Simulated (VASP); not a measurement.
# Ge (Imma) in VASP: single point with PBEsol+D3(BJ)

Aim: the single point of Ge with PBEsol+D3(BJ).

All numbers are computed with VASP 6.6.1; they aren't measurements. Logs are shortened: lines on timing, memory, paths and dates and some standing lists are left out, and cuts for length are marked.

### Step 1. The cell of the first run

The structure is orthorhombic, space group Imma (No. 74). Conventional cell: a = 4.992 Å, b = 5.302 Å, c = 2.874 Å, α = 90.00°, β = 90.00°, γ = 90.00°. Ge (site symmetry mm2) has 8 Ge at 2.68 to 3.08 Å within 3.5 Å.

### Step 2. Single point, PBEsol+D3(BJ)

Input file INCAR:

```
  ALGO = Normal
  EDIFF = 1E-6
  ENCUT = 520
  GGA = PS
  ISIF = 2
  ISMEAR = 0
  IVDW = 12
  LASPH = T
  LCHARG = F
  LREAL = F
  LWAVE = F
  NBANDS = 21
  NELM = 60
  PREC = Accurate
  SIGMA = 0.1
```

Input file KPOINTS:

```
k-points
0
Gamma
  11 11 8
```

Input file POSCAR:

```
Ge
1.0
   -2.4958980000      2.6508630000      1.4369470000
    2.4958980000     -2.6508630000      1.4369470000
    2.4958980000      2.6508630000     -1.4369470000
Ge
2
Direct
    0.1859430000      0.9359430000      0.2500000000
    0.8140570000      0.0640570000      0.7500000000
```

Potentials or basis: VASP PAW PBE potentials, release 64 (Ge_d).

Command:

```
cat potpaw_PBE.64/Ge_d/POTCAR > POTCAR
mpirun -np 1 vasp_std > vasp.out
```

OUTCAR:

```text
EDIFF = 1E-6
   ENCUT = 520
   GGA = PS
   ISIF = 2
   ISMEAR = 0
   IVDW = 12
   LASPH = T
   LREAL = F
   NELM = 60
   PREC = Accurate
 IVDW          = 12

 ion  position               nearest neighbor table
   1  0.186  0.936  0.250-   2 2.68   2 2.68   2 2.72   2 2.72
   2  0.814  0.064  0.750-   1 2.68   1 2.68   1 2.72   1 2.72

  LATTYP: Found a body centered orthorhombic cell.
 ALAT       =     2.8738940000
 B/A-ratio  =     1.7369450648
 C/A-ratio  =     1.8447882907

  Lattice vectors:

 A1 = (   2.4958980000,  -2.6508630000,   1.4369470000)
 A2 = (  -2.4958980000,  -2.6508630000,  -1.4369470000)
 A3 = (   2.4958980000,   2.6508630000,  -1.4369470000)

Analysis of symmetry for initial positions (statically):
=====================================================================
 Subroutine PRICEL returns:
 Original cell was already a primitive cell.

 Routine SETGRP: Setting up the symmetry group for a
 body centered orthorhombic supercell.

 Subroutine GETGRP returns: Found  8 space group operations
 (whereof  4 operations were pure point group operations)
 out of a pool of  8 trial point group operations.

The static configuration has the point symmetry C_2h.
 The point group associated with its full space group is D_2h.

Analysis of symmetry for dynamics (positions and initial velocities):
=====================================================================
 Subroutine PRICEL returns:
 Original cell was already a primitive cell.

 Routine SETGRP: Setting up the symmetry group for a
 body centered orthorhombic supercell.

 Subroutine GETGRP returns: Found  8 space group operations
 (whereof  4 operations were pure point group operations)
 out of a pool of  8 trial point group operations.

The dynamic configuration has the point symmetry C_2h.
 The point group associated with its full space group is D_2h.

 Subroutine INISYM returns: Found  8 space group operations
 (whereof  4 operations are pure point group operations),
 and found     1 'primitive' translations

----------------------------------------------------------------------------------------

                                     Primitive cell

  volume of cell :      38.0290

  direct lattice vectors                    reciprocal lattice vectors
    -2.495898000  2.650863000  1.436947000     0.000000000  0.188617820  0.347959946
     2.495898000 -2.650863000  1.436947000     0.200328699  0.000000000  0.347959946
     2.495898000  2.650863000 -1.436947000     0.200328699  0.188617820  0.000000000

  length of vectors
     3.914255760  3.914255760  3.914255760     0.395793893  0.401506801  0.275151358

  position of ions in fractional coordinates (direct lattice)
     0.185943000  0.935943000  0.250000000
     0.814057000  0.064057000  0.750000000

  ion indices of the primitive-cell ions
   primitive index   ion index
                 1           1
                 2           2

----------------------------------------------------------------------------------------

 KPOINTS: k-points

Automatic generation of k-mesh.
 Grid dimensions read from file:
 generate k-points for:   11   11    8

 Generating k-lattice:

  Cartesian coordinates                     Fractional coordinates (reciprocal lattice)
     0.000000000  0.017147075  0.031632722     0.090909091 -0.000000000  0.000000000
     0.018211700  0.000000000  0.031632722    -0.000000000  0.090909091  0.000000000
     0.025041087  0.023577227  0.000000000     0.000000000  0.000000000  0.125000000

  Length of vectors
     0.035981263  0.036500618  0.034393920

  Shift w.r.t. Gamma in fractional coordinates (k-lattice)
     0.000000000  0.000000000  0.000000000

 -----------------------------------------------------------------------------
|                                                                             |
|           W    W    AA    RRRRR   N    N  II  N    N   GGGG   !!!           |
|           W    W   A  A   R    R  NN   N  II  NN   N  G    G  !!!           |
|           W    W  A    A  R    R  N N  N  II  N N  N  G       !!!           |
|           W WW W  AAAAAA  RRRRR   N  N N  II  N  N N  G  GGG   !            |
|           WW  WW  A    A  R   R   N   NN  II  N   NN  G    G                |
|           W    W  A    A  R    R  N    N  II  N    N   GGGG   !!!           |
|                                                                             |
|     Your reciprocal lattice and k-lattice belong to different lattice       |
|     classes:                                                                |
|                                                                             |
|        The reciprocal lattice is face-centered orthorhombic,                |
|        whereas your k-lattice is triclinic.                                 |
|                                                                             |
|     Results are often still useful ...                                      |
|                                                                             |
 -----------------------------------------------------------------------------

 WARNING: IBZKPT: internal override: KBLOWUP is changed to .FALSE.
      ... skipping the blow-up phase ...

 Subroutine IBZKPT returns following result:
 ===========================================

 Found    485 irreducible k-points:

 Following reciprocal coordinates:
            Coordinates               Weight
  0.000000  0.000000  0.000000      1.000000
  0.090909  0.000000 -0.000000      2.000000
  0.181818  0.000000 -0.000000      2.000000
  0.272727  0.000000 -0.000000      2.000000
  0.363636 -0.000000  0.000000      2.000000
  0.454545  0.000000 -0.000000      2.000000
[... 16 lines left out ...]
  0.454545  0.181818 -0.000000      2.000000
 -0.454545  0.181818  0.000000      2.000000
 [... further k-points ...]
   k-points           NKPTS =    485   k-points in BZ     NKDIM =    485   number of bands    NBANDS=     21
   number of dos      NEDOS =    301   number of ions     NIONS =      2
   total plane-waves  NPLWV =  27000
   dimension x,y,z NGX =    30 NGY =   30 NGZ =   30
   dimension x,y,z NGXF=    60 NGYF=   60 NGZF=   60
   ions per type =               2
   NGX,Y,Z   is equivalent  to a cutoff of  12.74, 12.74, 12.74 a.u.
   NGXF,Y,Z  is equivalent  to a cutoff of  25.48, 25.48, 25.48 a.u.
 SYSTEM =  unknown system
   PREC   = accura    normal or accurate (medium, high low for compatibility)
   ISTART =      0    job   : 0-new  1-cont  2-samecut
   ICHARG =      2    charge: 1-file 2-atom 10-const
   ISPIN  =      1    spin polarized calculation?
   LNONCOLLINEAR =      F non collinear calculations
   LSORBIT =      F    spin-orbit coupling
   LASPH  =      T    aspherical Exc in radial PAW
   ENCUT  =  520.0 eV  38.22 Ry    6.18 a.u.   7.28  7.28  7.28*2*pi/ulx,y,z
   NELM   =     60;   NELMIN=  2; NELMDL= -5     # of ELM steps
   EDIFF  = 0.1E-05   stopping-criterion for ELM
   LREAL  =      F    real-space projection
   EDIFFG = 0.1E-04   stopping-criterion for IOM
   NSW    =      0    number of steps for IOM
   IBRION =     -1    ionic relax: 0-MD 1-quasi-New 2-CG
   NFREE  =      0    steps in history (QN), initial steepest desc. (CG)
   ISIF   =      2    stress and relaxation
   ISYM   =      2    0-nonsym 1-usesym 2-fastsym
   POTIM  = 0.5000    time-step for ionic-motion
   TEBEG  =    0.0;   TEEND  =   0.0 temperature during run
   PSTRESS=    0.0 pullay stress
   NELECT =      28.0000    total number of electrons
   NUPDOWN=      -1.0000    fix difference up-down
   EMIN   =  10.00;   EMAX   =-10.00  energy-range for DOS
   EFERMI =   0.00;   METHOD = LEGACY
   ISMEAR =     0;   SIGMA  =   0.10  broadening in eV -4-tet -1-fermi 0-gaus
   EFERMI_NEDOS =   21; number of points for ismear=-14 and -15
   IALGO  =     38    algorithm
   IMIX   =      4    mixing-type and parameters
     AMIX     =   0.40;   BMIX     =  1.00
     AMIX_MAG =   1.60;   BMIX_MAG =  1.00
  volume/ion in A,a.u.               =      19.01       128.32
  Fermi-wavevector in a.u.,A,eV,Ry     =   1.478277  2.793539 29.732860  2.185304
  Thomas-Fermi vector in A             =   2.592578
   LORBIT       =      0    0 simple, 1 ext, 2 COOP (PROOUT), +10 PAW based schemes
   GGA     = PS    functional components
   LHFCALC =     F    Hartree Fock is set to
   AEXX    =    0.0000 exact exchange contribution
   IVDW    =    12    specifies the selected vdW correction
   LEPSILON=     F    determine dielectric tensor
   LRPA    =     F    only Hartree local field effects (RPA)
 non-spin polarized calculation
 Gauss-broadening in eV      SIGMA  =   0.10
  energy-cutoff  :      520.00
  volume of cell :       38.03
 maximum number of plane-waves:      1044
 NGX is ok and might be reduce to    30
   NGX = 15   NGY = 15   NGZ = 15

 number of electron      28.0000014 magnetization

 Free energy of the ion-electron system (eV)
  ---------------------------------------------------
  ext. energy  EPLUGINS =         0.00000000
  ---------------------------------------------------
  free energy    TOTEN  =        -9.50680942 eV

  energy without entropy =       -9.50162823  energy(sigma->0) =       -9.50421882

 E-fermi :   6.3911     XC(G=0): -11.3396

 val. band max:        6.3891756379   @ k =  -0.0000  -0.2727   0.2500
 cond. band min:       6.3947111624   @ k =   0.0000   0.4545   0.2500
 fundamental gap:      0.0055355245
 Fermi energy:         6.3911057746

 k-point     1 :       0.0000    0.0000    0.0000
  band No.  band energies     occupation
      1     -18.2794      2.00000
      2     -18.2023      2.00000
      3     -18.2001      2.00000
      4     -18.1972      2.00000
      5     -18.1635      2.00000
      6     -18.1265      2.00000
[... 13 lines left out ...]
     20      17.1212      0.00000
     21      19.0450      0.00000

 k-point     2 :       0.0909    0.0000   -0.0000
  band No.  band energies     occupation
      1     -18.2731      2.00000
      2     -18.1959      2.00000
      3     -18.1931      2.00000
      4     -18.1883      2.00000
      5     -18.1653      2.00000
      6     -18.1290      2.00000
[... 13 lines left out ...]
     20      17.3316      0.00000
     21      18.3557      0.00000

 k-point     3 :       0.1818    0.0000   -0.0000
  band No.  band energies     occupation
      1     -18.2560      2.00000
      2     -18.1822      2.00000
      3     -18.1760      2.00000
      4     -18.1689      2.00000
      5     -18.1603      2.00000
      6     -18.1332      2.00000
[... 13 lines left out ...]
     20      15.5377      0.00000
     21      18.4804      0.00000

 k-point     4 :       0.2727    0.0000   -0.0000
  band No.  band energies     occupation
      1     -18.2323      2.00000
      2     -18.1760      2.00000
      3     -18.1624      2.00000
      4     -18.1576      2.00000
      5     -18.1280      2.00000
      6     -18.1253      2.00000
[... 13 lines left out ...]
     20      14.3614      0.00000
     21      19.0848      0.00000

 k-point     5 :       0.3636   -0.0000    0.0000
  band No.  band energies     occupation
      1     -18.2075      2.00000
      2     -18.1760      2.00000
      3     -18.1515      2.00000
      4     -18.1472      2.00000
      5     -18.1305      2.00000
      6     -18.1293      2.00000
[... 13 lines left out ...]
     20      14.8927      0.00000
     21      20.2226      0.00000
[... 382 lines left out ...]
     20      16.4128      0.00000
     21      18.3996      0.00000

 k-point    22 :       0.3636    0.1818   -0.0000
  band No.  band energies     occupation
      1     -18.2128      2.00000
      2     -18.1850      2.00000
      3     -18.1693      2.00000
      4     -18.1372      2.00000
      5     -18.1330      2.00000
      6     -18.1077      2.00000
[... 13 lines left out ...]
     20      17.3928      0.00000
     21      18.6126      0.00000

 k-point    23 :       0.4545    0.1818   -0.0000
  band No.  band energies     occupation
      1     -18.2053      2.00000
      2     -18.1776      2.00000
      3     -18.1575      2.00000
      4     -18.1501      2.00000
      5     -18.1278      2.00000
      6     -18.1027      2.00000
[... 13 lines left out ...]
     20      17.1931      0.00000
     21      18.3249      0.00000

 k-point    24 :      -0.4545    0.1818    0.0000
  band No.  band energies     occupation
      1     -18.2079      2.00000
      2     -18.1728      2.00000
      3     -18.1627      2.00000
      4     -18.1460      2.00000
      5     -18.1392      2.00000
      6     -18.1044      2.00000
[... 13 lines left out ...]
     20      17.1914      0.00000
     21      17.3906      0.00000

 [... further k-points ...]

------------------------ aborting loop because EDIFF is reached ----------------------------------------

 Edisp (eV)   -0.64740

 E8    (eV) :    -0.4318

  FORCE on cell =-STRESS in cart. coord.  units (eV):
  Direction    XX          YY          ZZ          XY          YZ          ZX
  --------------------------------------------------------------------------------------
  -------------------------------------------------------------------------------------
  Total      -1.00727    -1.27848    -1.49845     0.00000     0.00000     0.00000
  in kB     -42.43654   -53.86282   -63.13032     0.00000     0.00000     0.00000
  external pressure =      -53.14 kB  Pullay stress =        0.00 kB

 VOLUME and BASIS-vectors are now :
 -----------------------------------------------------------------------------
  energy-cutoff  :      520.00
  volume of cell :       38.03
      direct lattice vectors                 reciprocal lattice vectors
    -2.495898000  2.650863000  1.436947000     0.000000000  0.188617820  0.347959946
     2.495898000 -2.650863000  1.436947000     0.200328699  0.000000000  0.347959946
     2.495898000  2.650863000 -1.436947000     0.200328699  0.188617820  0.000000000

 POSITION                                       TOTAL-FORCE (eV/Angst)
 -----------------------------------------------------------------------------------
      2.49590     -1.32543      1.25285        -0.000000      0.000000     -0.056874
      0.00000      3.97629      0.18409         0.000000     -0.000000      0.056874
 -----------------------------------------------------------------------------------
    total drift:                                0.000000      0.000000     -0.000000

  FREE ENERGIE OF THE ION-ELECTRON SYSTEM (eV)
  ---------------------------------------------------
  free  energy   TOTEN  =       -10.1542086267 eV

  energy  without entropy=      -10.1490274357  energy(sigma->0) =      -10.15161803
```

Wall time 3 min (1 thread of Intel Xeon 6975P-C (Granite Rapids), shared host); peak memory 0.41 GiB.

Results:

```
Free energy                : -10.1542 eV
Pressure                   : -5.3 GPa
Largest force              : 0.057 eV/Å
Band gap on the k mesh     : zero (bands 14 and 15 overlap by 5.45 eV)
Dispersion energy per atom : -0.324 eV
```

Forces on the atoms (eV/Å):
```
Ge   0.000  0.000 -0.057
Ge   0.000  0.000  0.057
```

Caveat: the cell stands under tension; the PAW data sets were made with another functional, which shifts forces and pressure a little.
